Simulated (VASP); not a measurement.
CaHfTe3: relaxation of cell and atoms with PBE

The system is CaHfTe3.

```
Ca Hf Te
1.0
     5.58422    0.00000    0.00000
     0.00000    5.58422    0.00000
     0.00000    0.00000    5.58422
Ca Hf Te
1 1 3
Direct
  0.00000 0.00000 0.00000
  0.50000 0.50000 0.50000
  0.00000 0.50000 0.50000
  0.50000 0.00000 0.50000
  0.50000 0.50000 0.00000
```

```
Program                : VASP 6.6.1
Task                   : relaxation of cell and atoms
Functional             : PBE
Potentials or basis    : VASP PAW PBE potentials, release 64 (Ca_sv, Hf_pv, Te)
Cutoff                 : 600 eV
k mesh                 : 8 × 8 × 8
Occupations            : gaussian, width 0.1 eV
Spin                   : no spin polarisation
Dipole correction      : no
Further INCAR settings : ALGO = Normal; EDIFF = 1e-07; IBRION = 2; EDIFFG = -0.01; NSW = 100; ISIF = 3
```

* Relaxed volume: 35.01 Å³/atom
* Relaxed cell: a = 5.594 Å, b = 5.594 Å, c = 5.594 Å, α = 90.00°, β = 90.00°, γ = 90.00°
* Space group after relaxing (to 0.1 Å): Pm-3m (No. 221)
* Energy gained by relaxing: 0.1 meV/atom
* Ionic steps: 3
* Pressure after relaxing: 0.0 GPa
* Band gap on the k mesh: zero (bands 19 and 20 overlap by 0.35 eV)

Step by step:
```tsv
step	energy change (eV)	largest force (eV/Å)	pressure (GPa)	volume (Å³)
1	0.0000	0.0000	0.26	174.14
2	-0.0005	0.0000	-0.13	175.56
3	-0.0007	0.0000	0.00	175.06
```

Final structure:
```cif
data_structure
_symmetry_space_group_name_H-M 'P 1'
_symmetry_Int_Tables_number 1
_cell_length_a 5.5941
_cell_length_b 5.5941
_cell_length_c 5.5941
_cell_angle_alpha 90.000
_cell_angle_beta 90.000
_cell_angle_gamma 90.000
_cell_volume 175.06
loop_
_atom_site_label
_atom_site_type_symbol
_atom_site_fract_x
_atom_site_fract_y
_atom_site_fract_z
_atom_site_occupancy
Ca1 Ca 0.00000 0.00000 0.00000 1
Hf1 Hf 0.50000 0.50000 0.50000 1
Te1 Te 0.00000 0.50000 0.50000 1
Te2 Te 0.50000 0.00000 0.50000 1
Te3 Te 0.50000 0.50000 0.00000 1
```

Levels at points of the mesh, in eV from the Fermi level:
```
           k point  band 16  band 17  band 18  band 19  band 20  band 21  band 22  band 23
(0.00, 0.00, 0.00)    -1.27    -0.54    -0.54    -0.54    -0.20    -0.20    -0.20     0.02
(0.50, 0.00, 0.00)    -2.76    -1.97    -0.84    -0.84    -0.06     1.59     1.59     1.77
(0.50, 0.50, 0.00)    -2.64    -2.22    -2.22    -0.02     1.38     1.54     1.56     1.70
(0.50, 0.50, 0.50)    -3.55     0.15     0.15     0.15     0.18     1.71     1.71     1.71
```

Run time: 3.5 min on 1 thread of Intel(R) Xeon(R) 6975P-C (Granite Rapids), with other jobs on the host, peak memory 0.48 GiB.

Caveat: spin-orbit coupling is left out, which moves the levels of the heavy elements.
